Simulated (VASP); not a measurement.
## Cu: single point with PBE

Crystal: Cu.

```xyz
1
Lattice="0.0000 1.6104 2.2771 1.6104 0.0000 2.2771 1.6104 1.6104 0.0000" Properties=species:S:1:pos:R:3 pbc="T T T"
Cu    0.0000    0.0000    0.0000
```

This cell differs from its parent crystal: ratio of the length along z to the lengths across it x 1.414, volume and fractional coordinates fixed.

| Property | Result |
| --- | --- |
| Program | VASP 6.6.1 |
| Task | single point |
| Functional | PBE |
| Potentials or basis | VASP PAW PBE potentials, release 64 (Cu) |
| Cutoff | 520 eV |
| k mesh | 24 × 24 × 24 |
| Occupations | gaussian, width 0.15 eV |
| Spin | no spin polarisation |

```json
{
 "Pressure": "13.3 GPa"
}
```

Stress tensor (GPa, compression positive):
```
 29.04   0.00   0.00
  0.00  29.04   0.00
  0.00   0.00 -18.14
```

Levels at points of the mesh, in eV from the Fermi level:
| k point | band 2 | band 3 | band 4 | band 5 | band 6 | band 7 | band 8 | band 9 | band 10 | band 11 |
| --- | --- | --- | --- | --- | --- | --- | --- | --- | --- | --- |
| (0.00, 0.00, 0.00) | -4.21 | -3.37 | -2.22 | -2.22 | -1.47 | 19.11 | 23.57 | 24.76 | 26.72 | 26.72 |
| (0.50, 0.00, 0.00) | -3.85 | -2.42 | -1.69 | -1.59 | -0.61 | 4.40 | 13.68 | 19.19 | 27.02 | 29.04 |
| (0.50, 0.50, 0.00) | -4.62 | -1.99 | -1.56 | -1.56 | -1.38 | 2.08 | 19.25 | 19.25 | 22.94 | 25.86 |
| (0.50, 0.00, 0.50) | -4.09 | -2.30 | -1.83 | -0.75 | 4.43 | 10.43 | 11.18 | 12.45 | 16.55 | 19.10 |

Run time: 100 s on 1 thread of Intel(R) Xeon(R) Platinum 8375C CPU @ 2.90GHz (Ice Lake) (shared host), peak memory 0.26 GiB.
